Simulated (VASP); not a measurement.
# LaAl4Cl3 (P6/mmm) in VASP: further runs, part 3 of 3

VASP 6.6.1. Earlier steps stand in the parts before.

## 5. Single point, PBE

This run uses another cell than the first one, of 39.48 Å³/atom.

INCAR reads:

```
SYSTEM = LaAl4Cl3
PREC     = Accurate       ! precision mode
ENCUT    = 520            ! plane-wave cutoff, eV
EDIFF    = 1E-6           ! SCF threshold, eV
ISMEAR   = 0              ! smearing method
SIGMA    = 0.1            ! smearing width, eV
LREAL    = .False.        ! projectors in reciprocal space
LASPH    = .True.         ! aspherical terms in the spheres
NELM     = 60             ! most SCF steps
ALGO     = Normal         ! electronic algorithm
ISIF     = 2              ! what is computed and relaxed
LWAVE    = .False.        ! write WAVECAR
LCHARG   = .False.        ! write CHGCAR
GGA      = PE             ! functional
NBANDS   = 32             ! bands
```

KPOINTS reads:

```
regular mesh
0
Gamma
  12 12 4
  0 0 0
```

POSCAR reads:

```
LaAl4Cl3
1.0
    5.3325229492      0.0000000000      0.0000000000
   -2.6662614746      4.6181003403      0.0000000000
    0.0000000000      0.0000000000     12.8259565606
La Al Cl
1 4 3
Direct
    0.0000000000      0.0000000000      0.5000000000
    0.3333333333      0.6666666667      0.0000000000
    0.6666666667      0.3333333333      0.0000000000
    0.3333333333      0.6666666667      0.5000000000
    0.6666666667      0.3333333333      0.5000000000
    0.0000000000      0.0000000000      0.0000000000
    0.0000000000      0.0000000000      0.2927437073
    0.0000000000      0.0000000000      0.7072562927
```

Potentials or basis: VASP PAW PBE potentials, release 64 (La, Al, Cl).

Command:

```
cat potpaw_PBE.64/La/POTCAR potpaw_PBE.64/Al/POTCAR potpaw_PBE.64/Cl/POTCAR > POTCAR
mpirun -np 1 vasp_std > vasp.out
```

OUTCAR:

```text
SYSTEM = LaAl4Cl3
   PREC = Accurate
   ENCUT = 520
   EDIFF = 1E-6
   ISMEAR = 0
   LREAL = .False.
   LASPH = .True.
   NELM = 60
   ISIF = 2
   GGA = PE

 ion  position               nearest neighbor table
   1  0.000  0.000  0.500-   7 2.66   8 2.66   4 3.08   5 3.08   5 3.08   4 3.08   5 3.08   4 3.08

   2  0.333  0.667  0.000-   3 3.08   3 3.08   3 3.08
   3  0.667  0.333  0.000-   2 3.08   2 3.08   2 3.08
   4  0.333  0.667  0.500-   1 3.08   5 3.08   5 3.08   1 3.08   1 3.08   5 3.08
   5  0.667  0.333  0.500-   4 3.08   1 3.08   4 3.08   1 3.08   1 3.08   4 3.08
   6  0.000  0.000  0.000-
   7  0.000  0.000  0.293-   1 2.66
   8  0.000  0.000  0.707-   1 2.66

  LATTYP: Found a hexagonal cell.
 ALAT       =     5.3325229492
 C/A-ratio  =     2.4052323230

  Lattice vectors:

 A1 = (   5.3325229492,   0.0000000000,   0.0000000000)
 A2 = (  -2.6662614746,   4.6181003403,   0.0000000000)
 A3 = (   0.0000000000,   0.0000000000,  12.8259565606)

Analysis of symmetry for initial positions (statically):
=====================================================================
 Subroutine PRICEL returns:
 Original cell was already a primitive cell.

 Routine SETGRP: Setting up the symmetry group for a
 hexagonal supercell.

 Subroutine GETGRP returns: Found 24 space group operations
 (whereof 24 operations were pure point group operations)
 out of a pool of 24 trial point group operations.

The static configuration has the point symmetry D_6h.

Analysis of symmetry for dynamics (positions and initial velocities):
=====================================================================
 Subroutine PRICEL returns:
 Original cell was already a primitive cell.

 Routine SETGRP: Setting up the symmetry group for a
 hexagonal supercell.

 Subroutine GETGRP returns: Found 24 space group operations
 (whereof 24 operations were pure point group operations)
 out of a pool of 24 trial point group operations.

The dynamic configuration has the point symmetry D_6h.

 Subroutine INISYM returns: Found 24 space group operations
 (whereof 24 operations are pure point group operations),
 and found     1 'primitive' translations

----------------------------------------------------------------------------------------

                                     Primitive cell

  volume of cell :     315.8536

  direct lattice vectors                    reciprocal lattice vectors
     5.332522949  0.000000000  0.000000000     0.187528494  0.108269627  0.000000000
    -2.666261475  4.618100340  0.000000000     0.000000000  0.216539253  0.000000000
     0.000000000  0.000000000 12.825956561     0.000000000  0.000000000  0.077966894

  length of vectors
     5.332522949  5.332522949 12.825956561     0.216539253  0.216539253  0.077966894

  position of ions in fractional coordinates (direct lattice)
     0.000000000  0.000000000  0.500000000
     0.333333333  0.666666667  0.000000000
     0.666666667  0.333333333  0.000000000
     0.333333333  0.666666667  0.500000000
     0.666666667  0.333333333  0.500000000
     0.000000000  0.000000000  0.000000000
[... 35 lines left out ...]
 Subroutine IBZKPT returns following result:
 ===========================================

 Found     57 irreducible k-points:

 Following reciprocal coordinates:
            Coordinates               Weight
  0.000000  0.000000  0.000000      1.000000
  0.083333 -0.000000  0.000000      6.000000
  0.166667 -0.000000  0.000000      6.000000
  0.250000 -0.000000  0.000000      6.000000
  0.333333 -0.000000  0.000000      6.000000
  0.416667  0.000000  0.000000      6.000000
[... 16 lines left out ...]
  0.250000 -0.000000  0.250000     12.000000
  0.333333 -0.000000  0.250000     12.000000
 [... further k-points ...]
   k-points           NKPTS =     57   k-points in BZ     NKDIM =     57   number of bands    NBANDS=     32
   number of dos      NEDOS =    301   number of ions     NIONS =      8
   total plane-waves  NPLWV = 153600
   dimension x,y,z NGX =    40 NGY =   40 NGZ =   96
   dimension x,y,z NGXF=    80 NGYF=   80 NGZF=  192
   ions per type =               1   4   3
   NGX,Y,Z   is equivalent  to a cutoff of  12.47, 12.47, 12.44 a.u.
   NGXF,Y,Z  is equivalent  to a cutoff of  24.94, 24.94, 24.89 a.u.
 SYSTEM =  LaAl4Cl3
   PREC   = accura    normal or accurate (medium, high low for compatibility)
   ISTART =      0    job   : 0-new  1-cont  2-samecut
   ICHARG =      2    charge: 1-file 2-atom 10-const
   ISPIN  =      1    spin polarized calculation?
   LNONCOLLINEAR =      F non collinear calculations
   LSORBIT =      F    spin-orbit coupling
   LASPH  =      T    aspherical Exc in radial PAW
   ENCUT  =  520.0 eV  38.22 Ry    6.18 a.u.   9.91  9.91 23.85*2*pi/ulx,y,z
   NELM   =     60;   NELMIN=  2; NELMDL= -5     # of ELM steps
   EDIFF  = 0.1E-05   stopping-criterion for ELM
   LREAL  =      F    real-space projection
   EDIFFG = 0.1E-04   stopping-criterion for IOM
   NSW    =      0    number of steps for IOM
   IBRION =     -1    ionic relax: 0-MD 1-quasi-New 2-CG
   NFREE  =      0    steps in history (QN), initial steepest desc. (CG)
   ISIF   =      2    stress and relaxation
   ISYM   =      2    0-nonsym 1-usesym 2-fastsym
   POTIM  = 0.5000    time-step for ionic-motion
   TEBEG  =    0.0;   TEEND  =   0.0 temperature during run
   PSTRESS=    0.0 pullay stress
   NELECT =      44.0000    total number of electrons
   NUPDOWN=      -1.0000    fix difference up-down
   EMIN   =  10.00;   EMAX   =-10.00  energy-range for DOS
   EFERMI =   0.00;   METHOD = LEGACY
   ISMEAR =     0;   SIGMA  =   0.10  broadening in eV -4-tet -1-fermi 0-gaus
   EFERMI_NEDOS =   21; number of points for ismear=-14 and -15
   IALGO  =     38    algorithm
   IMIX   =      4    mixing-type and parameters
     AMIX     =   0.40;   BMIX     =  1.00
     AMIX_MAG =   1.60;   BMIX_MAG =  1.00
  volume/ion in A,a.u.               =      39.48       266.44
  Fermi-wavevector in a.u.,A,eV,Ry     =   0.848654  1.603723  9.799091  0.720213
  Thomas-Fermi vector in A             =   1.964351
   LORBIT       =      0    0 simple, 1 ext, 2 COOP (PROOUT), +10 PAW based schemes
   GGA     = PE    functional components
   LHFCALC =     F    Hartree Fock is set to
   AEXX    =    0.0000 exact exchange contribution
   IVDW    =     0    specifies the selected vdW correction
   LEPSILON=     F    determine dielectric tensor
   LRPA    =     F    only Hartree local field effects (RPA)
 non-spin polarized calculation
 Gauss-broadening in eV      SIGMA  =   0.10
  energy-cutoff  :      520.00
  volume of cell :      315.85
 maximum number of plane-waves:      8552
 NGX is ok and might be reduce to    40
   NGX = 19   NGY = 19   NGZ = 47

 number of electron      43.9999993 magnetization

 Free energy of the ion-electron system (eV)
  ---------------------------------------------------
  ext. energy  EPLUGINS =         0.00000000
  ---------------------------------------------------
  free energy    TOTEN  =       -26.18554591 eV

  energy without entropy =      -26.15349887  energy(sigma->0) =      -26.16952239

 E-fermi :   1.5504     XC(G=0):  -6.7628

 val. band max:        1.5378349739   @ k =   0.3333  -0.0000   0.5000
 cond. band min:       1.5552596753   @ k =   0.4167   0.0833   0.5000
 fundamental gap:      0.0174247014
 Fermi energy:         1.5504486012

 k-point     1 :       0.0000    0.0000    0.0000
  band No.  band energies     occupation
      1     -31.0186      2.00000
      2     -15.4987      2.00000
      3     -15.0092      2.00000
      4     -15.0092      2.00000
      5     -13.9908      2.00000
      6     -13.2823      2.00000
[... 829 lines left out ...]
     31       3.8743      0.00000
     32       3.9336      0.00000

 [... further k-points ...]
[... 5 lines left out ...]
  --------------------------------------------------------------------------------------
  -------------------------------------------------------------------------------------
  Total       -0.0398643     -0.0398643     -0.1065949      0.0000000      0.0000000      0.0000000
  in kB       -0.2022127     -0.2022127     -0.5407061      0.0000000      0.0000000      0.0000000
  external PRESSURE =      -0.3150439 kB  Pullay stress =       0.0000000 kB

 VOLUME and BASIS-vectors are now :
 -----------------------------------------------------------------------------
  energy-cutoff  :      520.00
  volume of cell :      315.85
      direct lattice vectors                 reciprocal lattice vectors
     5.332522949  0.000000000  0.000000000     0.187528494  0.108269627  0.000000000
    -2.666261475  4.618100340  0.000000000     0.000000000  0.216539253  0.000000000
     0.000000000  0.000000000 12.825956561     0.000000000  0.000000000  0.077966894

 POSITION                                       TOTAL-FORCE (eV/Angst)
 -----------------------------------------------------------------------------------
      0.00000      0.00000      6.41298        -0.000000     -0.000000      0.000000
     -0.00000      3.07873      0.00000         0.000000     -0.000000      0.000000
      2.66626      1.53937      0.00000        -0.000000      0.000000      0.000000
     -0.00000      3.07873      6.41298         0.000000     -0.000000      0.000000
      2.66626      1.53937      6.41298         0.000000     -0.000000      0.000000
      0.00000      0.00000      0.00000        -0.000000     -0.000000      0.000000
      0.00000      0.00000      3.75472        -0.000000     -0.000000      0.012440
      0.00000      0.00000      9.07124         0.000000      0.000000     -0.012440
 -----------------------------------------------------------------------------------
    total drift:                                0.000000     -0.000000      0.000000

  FREE ENERGIE OF THE ION-ELECTRON SYSTEM (eV)
  ---------------------------------------------------
  free  energy   TOTEN  =       -26.1855459074 eV

  energy  without entropy=      -26.1534988727  energy(sigma->0) =      -26.16952239
```

It took 22 min on 1 thread of Intel Xeon 8259CL, shared host; peak memory 0.81 GiB.

What came out:

```yaml
Free_energy: -26.1855 eV
Pressure: 0.0 GPa
Largest_force: 0.012 eV/Å
Band_gap_on_the_k_mesh: zero (bands 22 and 23 overlap by 0.68 eV)
```

Forces in eV/Å, atoms in the order of the input:
```
La   0.000  0.000  0.000
Al   0.000  0.000  0.000
Al   0.000  0.000  0.000
Al   0.000  0.000  0.000
Al   0.000  0.000  0.000
Cl   0.000  0.000  0.000
Cl   0.000  0.000  0.012
Cl   0.000  0.000 -0.012
```

Levels at points of the mesh, in eV from the Fermi level:
| k point | band 18 | band 19 | band 20 | band 21 | band 22 | band 23 | band 24 | band 25 | band 26 | band 27 |
| --- | --- | --- | --- | --- | --- | --- | --- | --- | --- | --- |
| (0.00, 0.00, 0.00) | -2.52 | -2.31 | -2.31 | -1.48 | -1.10 | -0.52 | -0.51 | -0.51 | 0.41 | 2.23 |
| (0.50, 0.00, 0.00) | -2.91 | -2.48 | -1.75 | -0.73 | -0.41 | 0.14 | 0.52 | 0.56 | 0.91 | 1.02 |
| (0.00, 0.00, 0.50) | -2.72 | -2.31 | -2.31 | -1.48 | -1.10 | -0.51 | -0.51 | -0.50 | 0.34 | 2.23 |
| (0.50, 0.00, 0.50) | -2.92 | -2.69 | -1.75 | -0.73 | -0.41 | 0.19 | 0.51 | 0.52 | 0.91 | 1.04 |

Caveat: spin-orbit coupling is left out, which moves the levels of the heavy elements.

## 6. Single point, PBE

This run uses another cell than the first one, of 39.48 Å³/atom.

INCAR reads:

```
PREC = Accurate
ENCUT = 520
EDIFF = 1E-7
ISMEAR = 0
SIGMA = 0.1
LREAL = False
LASPH = True
NELM = 60
ALGO = Normal
ISIF = 2
LWAVE = False
LCHARG = False
GGA = PE
NBANDS = 32
```

KPOINTS reads:

```
Automatic mesh
0
Gamma
  12 12 4
```

POSCAR is that of step 5.

Potentials or basis: VASP PAW PBE potentials, release 64 (La, Al, Cl).

Command:

```
cat potpaw_PBE.64/La/POTCAR potpaw_PBE.64/Al/POTCAR potpaw_PBE.64/Cl/POTCAR > POTCAR
mpirun -np 1 vasp_std > vasp.out
```

It took 9.7 min on 1 thread of Intel Xeon Platinum 8488C (Sapphire Rapids), shared host; peak memory 0.81 GiB.

The run converged. Its results:

```
Free energy            : -26.1855 eV
Pressure               : 0.0 GPa
Largest force          : 0.013 eV/Å
Band gap on the k mesh : zero (bands 22 and 23 overlap by 0.68 eV)
```

Forces in eV/Å, atoms in the order of the input:
```
La   0.000  0.000  0.000
Al   0.000  0.000  0.000
Al   0.000  0.000  0.000
Al   0.000  0.000  0.000
Al   0.000  0.000  0.000
Cl   0.000  0.000  0.000
Cl   0.000  0.000  0.013
Cl   0.000  0.000 -0.013
```

Levels at points of the mesh, in eV from the Fermi level:
```
           k point  band 19  band 20  band 21  band 22  band 23  band 24  band 25  band 26
(0.00, 0.00, 0.00)    -2.31    -2.31    -1.48    -1.10    -0.52    -0.51    -0.51     0.41
(0.50, 0.00, 0.00)    -2.48    -1.75    -0.73    -0.41     0.14     0.52     0.56     0.91
(0.00, 0.00, 0.50)    -2.31    -2.31    -1.48    -1.10    -0.51    -0.51    -0.50     0.34
(0.50, 0.00, 0.50)    -2.69    -1.75    -0.73    -0.41     0.19     0.51     0.52     0.91
```

Caveat: spin-orbit coupling is left out, which moves the levels of the heavy elements.

## 7. Summary

```csv
task,cell,k mesh,cutoff (eV),gap on the mesh (eV),pressure (GPa),largest force (eV/Å)
single point,"a = 5.305, b = 5.305, c = 12.582 Å, angles 90.0, 90.0, 120.0°, 8 atoms, atomic positions A",6 × 6 × 2,520,none,0.2,0.04
single point,"a = 4.824, b = 4.824, c = 10.565 Å, angles 90.0, 90.0, 120.0°, 8 atoms, atomic positions B",6 × 6 × 2,520,none,8.8,2.59
relaxation of cell and atoms,"relaxed from a = 4.824, b = 4.824, c = 10.565 Å, angles 90.0, 90.0, 120.0°, 8 atoms, atomic positions B",6 × 6 × 2,600,none,0.0,0.03
single point,"a = 5.333, b = 5.333, c = 12.826 Å, angles 90.0, 90.0, 120.0°, 8 atoms, atomic positions C",12 × 12 × 4,520,none,0.0,0.01
```

Alike in all rows: level PBE; potentials or basis VASP PAW PBE potentials, release 64 (La, Al, Cl); no spin polarisation; smearing gaussian 0.1 eV.

Caveats: spin-orbit coupling is left out, which moves the levels of the heavy elements; the cell stands under pressure (at least some runs); forces of over 1 eV/Å act on the atoms, so gaps and moduli don't describe the material at rest (at least some runs); the volume moved by over 15 % at a fixed basis, so the end points are rough (at least some runs).

Total energies depend on the potentials used, so only differences within one code and one set of settings carry meaning.
